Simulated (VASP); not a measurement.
Here is a VASP 6.6.1 calculation.

File INCAR:

```
SYSTEM = WS2
ALGO = Normal
EDIFF = 1E-6
EDIFFG = -0.005
ENCUT = 600
IBRION = 2
ISIF = 3
ISMEAR = 0
LASPH = .True.
LCHARG = .False.
LREAL = .False.
LWAVE = .False.
NELM = 100
NSW = 70
PREC = Accurate
SIGMA = 0.02
```

Contents of KPOINTS:

```
k-points
0
Gamma
  12 12 4
  0 0 0
```

File POSCAR:

```
WS2
1.0
    3.1537892984      0.0000000000      0.0000000000
   -1.5768946492      2.7312616506      0.0000000000
    0.0000000000      0.0000000000     12.1432922937
W S
2 4
Direct
    0.3333333333      0.6666666667      0.2500000000
    0.6666666667      0.3333333333      0.7500000000
    0.3333333333      0.6666666667      0.6203061927
    0.6666666667      0.3333333333      0.1203061927
    0.3333333333      0.6666666667      0.8796938073
    0.6666666667      0.3333333333      0.3796938073
```

Potentials or basis: VASP PAW LDA potentials, release 64 (W_sv, S).

Command:

```console
$ cat potpaw_LDA.64/W_sv/POTCAR potpaw_LDA.64/S/POTCAR > POTCAR
$ mpirun -np 1 vasp_std > vasp.out
```

Question: Predict the relaxed volume.

Answer: 17.19 Å³/atom.

Question: Estimate the relaxed cell.

Answer: a = 3.130 Å, b = 3.130 Å, c = 12.159 Å, α = 90.00°, β = 90.00°, γ = 120.00°.

Question: Predict the band gap on the k mesh.

Answer: 0.85 eV, indirect (least direct gap 1.88 eV).

Step by step:
```tsv
step	energy change (eV)	largest force (eV/Å)	pressure (GPa)	volume (Å³)
1	0.0000	0.4153	-3.82	104.60
2	0.1368	1.1874	10.24	98.44
3	-0.0275	0.0139	-0.15	102.76
4	-0.0275	0.0238	-0.05	102.71
5	-0.0284	0.0222	0.07	102.58
6	-0.0284	0.0198	0.06	102.58
7	-0.0285	0.0228	0.02	102.66
8	-0.0287	0.0320	-0.14	102.88
9	-0.0286	0.0498	-0.43	103.33
10	-0.0288	0.0379	-0.24	103.04
11	-0.0288	0.0350	-0.21	103.05
12	-0.0288	0.0283	-0.19	103.07
13	-0.0289	0.0129	-0.10	103.11
14	-0.0289	0.0161	0.07	103.20
15	-0.0290	0.0021	-0.01	103.16
```

Caveat: spin-orbit coupling is left out, which moves the levels of the heavy elements. LDA usually gives volumes a few per cent too small.
